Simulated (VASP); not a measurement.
Set up this calculation in VASP 6.6.1, as the native input.

| Property | Result |
| --- | --- |
| Task | electric field gradients |
| Functional | PBE |
| Potentials or basis | VASP PAW PBE potentials, release 64 (As, Bi_d) |
| Cutoff | 520 eV |
| k mesh | 13 × 13 × 13 |
| Occupations | fermi-dirac, width 0.05 eV |
| Spin | no spin polarisation |
| Dipole correction | no |
| Further INCAR settings | ALGO = Normal; EDIFF = 1e-08; NBANDS = 17 |

The structure of BiAs (CsCl type) lies in POSCAR:

```
BiAs
1.0
    3.7664996236      0.0000000000      0.0000000000
    0.0000000000      3.7664996236      0.0000000000
    0.0000000000      0.0000000000      3.7664996236
As Bi
1 1
Direct
    0.0000000000      0.0000000000      0.0000000000
    0.5000000000      0.5000000000      0.5000000000
```

This cell differs from its parent crystal: volume scaled by 1.06.

The input as run:

INCAR

```
  PREC = Accurate
  ENCUT = 520
  EDIFF = 1E-8
  ISMEAR = -1
  SIGMA = 0.05
  LREAL = False
  LASPH = True
  NELM = 60
  ALGO = Normal
  ISIF = 2
  LWAVE = False
  LCHARG = False
  GGA = PE
  LEFG = True
  NBANDS = 17
```

KPOINTS

```
Automatic mesh
0
Gamma
  13 13 13
```

Potentials or basis: VASP PAW PBE potentials, release 64 (As, Bi_d).

Run with:

```sh
$ cat potpaw_PBE.64/As/POTCAR potpaw_PBE.64/Bi_d/POTCAR > POTCAR
$ mpirun -np 1 vasp_std > vasp.out
```

Results of the run:

- Pressure: -3.4 GPa
- Band gap on the k mesh: zero (band 10 reaches 7.29 eV, above the bottom of band 11 at 4.65 eV)

Caveat: without QUAD_EFG the Cq values of the log hold for a quadrupole moment of 1 mb, not for the nuclei; spin-orbit coupling is left out, which moves the levels of the heavy elements.

Run time: 43 s on 1 thread of Intel Xeon 6975P-C, with other jobs on the host, peak memory 0.21 GiB.
